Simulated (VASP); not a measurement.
# ReS3 (P4/mmm) in VASP: single point with PBE

Aim: the single point of ReS3 with PBE.

All numbers are computed with VASP 6.6.1; they aren't measurements. Logs are shortened: lines on timing, memory, paths and dates and some standing lists are left out, and cuts for length are marked.

### 1 The cell of the first run

Symmetry: P4/mmm, No. 123, tetragonal system. The conventional cell has a = 2.592 Å, b = 2.592 Å, c = 10.040 Å, α = 90.00°, β = 90.00°, γ = 90.00°. Re (site symmetry 4/mmm) has 2 S at 2.43 Å and 4 Re at 2.59 Å within 3.2 Å. S (site symmetry 4mm) has 1 Re at 2.43 Å and 5 S at 2.59 Å within 3.2 Å. Within 3.4 Å of S (site symmetry 4/mmm) lie 6 S at 2.59 Å.

The cell was built from a structure type or drawn by symmetry, and may not be a known phase.

### 2 Single point, PBE, collinear spin

INCAR

```
PREC = Accurate
ENCUT = 520
EDIFF = 1E-6
ISMEAR = 0
SIGMA = 0.15
LREAL = F
LASPH = T
NELM = 150
ALGO = Normal
ISIF = 2
LWAVE = F
LCHARG = T
ISPIN = 2
MAGMOM = 1 0 0 0
LORBIT = 11
LMAXMIX = 4
GGA = PE
LELF = T
LVHAR = T
NBANDS = 24
```

KPOINTS

```
regular mesh
0
Gamma
  4 4 2
```

POSCAR

```
ReS3
1.0
    2.5915670671      0.0000000000      0.0000000000
    0.0000000000      2.5915670671      0.0000000000
    0.0000000000      0.0000000000     10.0398585624
Re S
1 3
Direct
    0.0000000000      0.0000000000      0.5000000000
    0.0000000000      0.0000000000      0.7420731627
    0.0000000000      0.0000000000      0.2579268373
    0.0000000000      0.0000000000      0.0000000000
```

Potentials or basis: VASP PAW PBE potentials, release 64 (Re, S).

Launch:

```bash
cat potpaw_PBE.64/Re/POTCAR potpaw_PBE.64/S/POTCAR > POTCAR
mpirun -np 1 vasp_std > vasp.out
```

OUTCAR:

```text
PREC = Accurate
   ENCUT = 520
   EDIFF = 1E-6
   ISMEAR = 0
   LREAL = F
   LASPH = T
   NELM = 150
   ISIF = 2
   ISPIN = 2
   LORBIT = 11
   GGA = PE

 ion  position               nearest neighbor table
   1  0.000  0.000  0.500-   2 2.43   3 2.43
   2  0.000  0.000  0.742-   1 2.43   4 2.59
   3  0.000  0.000  0.258-   1 2.43   4 2.59
   4  0.000  0.000  0.000-   2 2.59   3 2.59

  LATTYP: Found a simple tetragonal cell.
 ALAT       =     2.5915670671
 C/A-ratio  =     3.8740492924

  Lattice vectors:

 A1 = (   2.5915670671,   0.0000000000,   0.0000000000)
 A2 = (   0.0000000000,   2.5915670671,   0.0000000000)
 A3 = (   0.0000000000,   0.0000000000,  10.0398585624)

Analysis of symmetry for initial positions (statically):
=====================================================================
 Subroutine PRICEL returns:
 Original cell was already a primitive cell.

 Routine SETGRP: Setting up the symmetry group for a
 simple tetragonal supercell.

 Subroutine GETGRP returns: Found 16 space group operations
 (whereof 16 operations were pure point group operations)
 out of a pool of 16 trial point group operations.

The static configuration has the point symmetry D_4h.

Analysis of symmetry for dynamics (positions and initial velocities):
=====================================================================
 Subroutine PRICEL returns:
 Original cell was already a primitive cell.

 Routine SETGRP: Setting up the symmetry group for a
 simple tetragonal supercell.

 Subroutine GETGRP returns: Found 16 space group operations
 (whereof 16 operations were pure point group operations)
 out of a pool of 16 trial point group operations.

The dynamic configuration has the point symmetry D_4h.

Analysis of structural, dynamic, and magnetic symmetry:
=====================================================================
 Subroutine PRICEL returns:
 Original cell was already a primitive cell.

 Routine SETGRP: Setting up the symmetry group for a
 simple tetragonal supercell.

 Subroutine GETGRP returns: Found 16 space group operations
 (whereof 16 operations were pure point group operations)
 out of a pool of 16 trial point group operations.

The overall configuration has the point symmetry D_4h.

 Subroutine INISYM returns: Found 16 space group operations
 (whereof 16 operations are pure point group operations),
 and found     1 'primitive' translations

----------------------------------------------------------------------------------------

                                     Primitive cell

  volume of cell :      67.4299

  direct lattice vectors                    reciprocal lattice vectors
     2.591567067  0.000000000  0.000000000     0.385866919  0.000000000  0.000000000
     0.000000000  2.591567067  0.000000000     0.000000000  0.385866919  0.000000000
     0.000000000  0.000000000 10.039858562     0.000000000  0.000000000  0.099602997

  length of vectors
     2.591567067  2.591567067 10.039858562     0.385866919  0.385866919  0.099602997

  position of ions in fractional coordinates (direct lattice)
     0.000000000  0.000000000  0.500000000
     0.000000000  0.000000000  0.742073163
     0.000000000  0.000000000  0.257926837
     0.000000000  0.000000000  0.000000000

  ion indices of the primitive-cell ions
   primitive index   ion index
                 1           1
                 2           2
                 3           3
                 4           4

----------------------------------------------------------------------------------------

 KPOINTS: regular mesh

Automatic generation of k-mesh.
 Grid dimensions read from file:
 generate k-points for:    4    4    2

 Generating k-lattice:

  Cartesian coordinates                     Fractional coordinates (reciprocal lattice)
     0.096466730  0.000000000  0.000000000     0.250000000  0.000000000  0.000000000
     0.000000000  0.096466730  0.000000000     0.000000000  0.250000000  0.000000000
     0.000000000  0.000000000  0.049801498     0.000000000  0.000000000  0.500000000

  Length of vectors
     0.096466730  0.096466730  0.049801498

  Shift w.r.t. Gamma in fractional coordinates (k-lattice)
     0.000000000  0.000000000  0.000000000

 Subroutine IBZKPT returns following result:
 ===========================================

 Found     12 irreducible k-points:

 Following reciprocal coordinates:
            Coordinates               Weight
  0.000000  0.000000  0.000000      1.000000
  0.250000  0.000000  0.000000      4.000000
  0.500000  0.000000  0.000000      2.000000
  0.250000  0.250000  0.000000      4.000000
  0.500000  0.250000  0.000000      4.000000
  0.500000  0.500000  0.000000      1.000000
  0.000000  0.000000  0.500000      1.000000
  0.250000  0.000000  0.500000      4.000000
  0.500000  0.000000  0.500000      2.000000
  0.250000  0.250000  0.500000      4.000000
  0.500000  0.250000  0.500000      4.000000
  0.500000  0.500000  0.500000      1.000000
   k-points           NKPTS =     12   k-points in BZ     NKDIM =     12   number of bands    NBANDS=     24
   number of dos      NEDOS =    301   number of ions     NIONS =      4
   total plane-waves  NPLWV =  32000
   dimension x,y,z NGX =    20 NGY =   20 NGZ =   80
   dimension x,y,z NGXF=    40 NGYF=   40 NGZF=  160
   ions per type =               1   3
   NGX,Y,Z   is equivalent  to a cutoff of  12.83, 12.83, 13.25 a.u.
   NGXF,Y,Z  is equivalent  to a cutoff of  25.66, 25.66, 26.49 a.u.
 SYSTEM =  unknown system
   PREC   = accura    normal or accurate (medium, high low for compatibility)
   ISTART =      0    job   : 0-new  1-cont  2-samecut
   ICHARG =      2    charge: 1-file 2-atom 10-const
   ISPIN  =      2    spin polarized calculation?
   LNONCOLLINEAR =      F non collinear calculations
   LSORBIT =      F    spin-orbit coupling
   LASPH  =      T    aspherical Exc in radial PAW
   ENCUT  =  520.0 eV  38.22 Ry    6.18 a.u.   4.82  4.82 18.67*2*pi/ulx,y,z
   NELM   =    150;   NELMIN=  2; NELMDL= -5     # of ELM steps
   EDIFF  = 0.1E-05   stopping-criterion for ELM
   LREAL  =      F    real-space projection
   EDIFFG = 0.1E-04   stopping-criterion for IOM
   NSW    =      0    number of steps for IOM
   IBRION =     -1    ionic relax: 0-MD 1-quasi-New 2-CG
   NFREE  =      0    steps in history (QN), initial steepest desc. (CG)
   ISIF   =      2    stress and relaxation
   ISYM   =      2    0-nonsym 1-usesym 2-fastsym
   POTIM  = 0.5000    time-step for ionic-motion
   TEBEG  =    0.0;   TEEND  =   0.0 temperature during run
   PSTRESS=    0.0 pullay stress
   NELECT =      25.0000    total number of electrons
   NUPDOWN=      -1.0000    fix difference up-down
   EMIN   =  10.00;   EMAX   =-10.00  energy-range for DOS
   EFERMI =   0.00;   METHOD = LEGACY
   ISMEAR =     0;   SIGMA  =   0.15  broadening in eV -4-tet -1-fermi 0-gaus
   EFERMI_NEDOS =   21; number of points for ismear=-14 and -15
   IALGO  =     38    algorithm
   IMIX   =      4    mixing-type and parameters
     AMIX     =   0.40;   BMIX     =  1.00
     AMIX_MAG =   1.60;   BMIX_MAG =  1.00
  volume/ion in A,a.u.               =      16.86       113.76
  Fermi-wavevector in a.u.,A,eV,Ry     =   1.176081  2.222471 18.819132  1.383167
  Thomas-Fermi vector in A             =   2.312451
   LORBIT       =     11    0 simple, 1 ext, 2 COOP (PROOUT), +10 PAW based schemes
   GGA     = PE    functional components
   LHFCALC =     F    Hartree Fock is set to
   AEXX    =    0.0000 exact exchange contribution
   IVDW    =     0    specifies the selected vdW correction
   LEPSILON=     F    determine dielectric tensor
   LRPA    =     F    only Hartree local field effects (RPA)
 spin polarized calculation
 Gauss-broadening in eV      SIGMA  =   0.15
  energy-cutoff  :      520.00
  volume of cell :       67.43
 maximum number of plane-waves:      1824
 NGX is ok and might be reduce to    20
   NGX =  9   NGY =  9   NGZ = 37

 number of electron      25.0000001 magnetization       0.0006341

 Free energy of the ion-electron system (eV)
  ---------------------------------------------------
  ext. energy  EPLUGINS =         0.00000000
  ---------------------------------------------------
  free energy    TOTEN  =       -22.35958521 eV

  energy without entropy =      -22.34172742  energy(sigma->0) =      -22.35065631

 E-fermi :   6.7562     XC(G=0): -11.2053

 val. band max:        6.5033052742   @ k =   0.2500   0.0000   0.5000
 cond. band min:       6.7834569045   @ k =   0.2500   0.2500   0.0000
 fundamental gap:      0.2801516303
 Fermi energy:         6.7562194981

 spin component 1

 k-point     1 :       0.0000    0.0000    0.0000
  band No.  band energies     occupation
      1      -9.5190      1.00000
      2      -8.8260      1.00000
      3      -7.6954      1.00000
      4      -0.7038      1.00000
      5      -0.1376      1.00000
      6       1.3080      1.00000
[... 16 lines left out ...]
     23      16.7206      0.00000
     24      17.1903      0.00000

 k-point     2 :       0.2500    0.0000    0.0000
  band No.  band energies     occupation
      1      -8.4895      1.00000
      2      -7.8046      1.00000
      3      -6.6710      1.00000
      4       0.6870      1.00000
      5       0.6956      1.00000
      6       2.0182      1.00000
[... 16 lines left out ...]
     23      17.2063      0.00000
     24      18.7733      0.00000
[... 241 lines left out ...]
     23      16.1425      0.00000
     24      16.3357      0.00000

 k-point    12 :       0.5000    0.5000    0.5000
  band No.  band energies     occupation
      1      -3.9961      1.00000
      2      -3.7788      1.00000
      3      -2.0749      1.00000
      4       1.2765      1.00000
      5       1.2936      1.00000
      6       1.2936      1.00000
[... 16 lines left out ...]
     23      16.0075      0.00000
     24      16.0075      0.00000
 Fermi energy:         6.7562194981

 spin component 2

 k-point     1 :       0.0000    0.0000    0.0000
  band No.  band energies     occupation
      1      -9.5190      1.00000
      2      -8.8260      1.00000
      3      -7.6954      1.00000
      4      -0.7035      1.00000
      5      -0.1377      1.00000
      6       1.3082      1.00000
[... 16 lines left out ...]
     23      16.7205      0.00000
     24      17.1904      0.00000

 k-point     2 :       0.2500    0.0000    0.0000
  band No.  band energies     occupation
      1      -8.4896      1.00000
      2      -7.8046      1.00000
      3      -6.6711      1.00000
      4       0.6870      1.00000
      5       0.6959      1.00000
      6       2.0184      1.00000
[... 16 lines left out ...]
     23      17.2064      0.00000
     24      18.7732      0.00000
[... 241 lines left out ...]
     23      16.1427      0.00000
     24      16.3356      0.00000

 k-point    12 :       0.5000    0.5000    0.5000
  band No.  band energies     occupation
      1      -3.9962      1.00000
      2      -3.7788      1.00000
      3      -2.0750      1.00000
      4       1.2769      1.00000
      5       1.2937      1.00000
      6       1.2937      1.00000
[... 16 lines left out ...]
     23      16.0075      0.00000
     24      16.0075      0.00000

------------------------ aborting loop because EDIFF is reached ----------------------------------------

  FORCE on cell =-STRESS in cart. coord.  units (eV):
  Direction    XX          YY          ZZ          XY          YZ          ZX
  --------------------------------------------------------------------------------------
  -------------------------------------------------------------------------------------
  Total       -0.1992869     -0.1992869      0.0867354      0.0000000     -0.0000000      0.0000000
  in kB       -4.7351837     -4.7351837      2.0608873      0.0000000     -0.0000000      0.0000000
  external PRESSURE =      -2.4698267 kB  Pullay stress =       0.0000000 kB

 VOLUME and BASIS-vectors are now :
 -----------------------------------------------------------------------------
  energy-cutoff  :      520.00
  volume of cell :       67.43
      direct lattice vectors                 reciprocal lattice vectors
     2.591567067  0.000000000  0.000000000     0.385866919  0.000000000  0.000000000
     0.000000000  2.591567067  0.000000000     0.000000000  0.385866919  0.000000000
     0.000000000  0.000000000 10.039858562     0.000000000  0.000000000  0.099602997

 POSITION                                       TOTAL-FORCE (eV/Angst)
 -----------------------------------------------------------------------------------
      0.00000      0.00000      5.01993         0.000000      0.000000      0.000000
      0.00000      0.00000      7.45031        -0.000000     -0.000000      0.012816
      0.00000      0.00000      2.58955        -0.000000      0.000000     -0.012816
      0.00000      0.00000      0.00000         0.000000      0.000000      0.000000
 -----------------------------------------------------------------------------------
    total drift:                               -0.000000      0.000000      0.000000

  FREE ENERGIE OF THE ION-ELECTRON SYSTEM (eV)
  ---------------------------------------------------
  free  energy   TOTEN  =       -22.3595852101 eV

  energy  without entropy=      -22.3417274193  energy(sigma->0) =      -22.35065631

 total charge

# of ion       s       p       d       tot
------------------------------------------
    1        0.632   0.531   4.806   5.970
    2        1.415   2.125   0.000   3.540
    3        1.415   2.125   0.000   3.540
    4        1.437   2.071   0.000   3.508
--------------------------------------------------
tot          4.898   6.853   4.806  16.557

 magnetization (x)

# of ion       s       p       d       tot
------------------------------------------
    1        0.000   0.000   0.000   0.000
    2       -0.000   0.000   0.000   0.000
    3       -0.000   0.000   0.000   0.000
    4       -0.000  -0.000   0.000  -0.000
--------------------------------------------------
tot          0.000  -0.000   0.000   0.000
```

It took 65 s on 1 thread of Intel Xeon 8259CL, shared host; peak memory 0.21 GiB.

What came out:

| Property | Result |
| --- | --- |
| Free energy | -22.3596 eV |
| Pressure | -0.2 GPa |
| Largest force | 0.013 eV/Å |
| Net moment | 0.00 μB per cell |
| Valence electrons inside the program's atomic spheres | Re 5.97; S 3.54, 3.51 (each value once) |

Forces in eV/Å, atoms in the order of the input:
```
Re   0.000  0.000  0.000
S    0.000  0.000  0.013
S    0.000  0.000 -0.013
S    0.000  0.000  0.000
```

Stress tensor (GPa, compression positive):
```
-0.47  0.00  0.00
 0.00 -0.47  0.00
 0.00  0.00  0.21
```

Caveat: the k points lie up to 0.61 Å⁻¹ apart; spin-orbit coupling is left out, which moves the levels of the heavy elements.
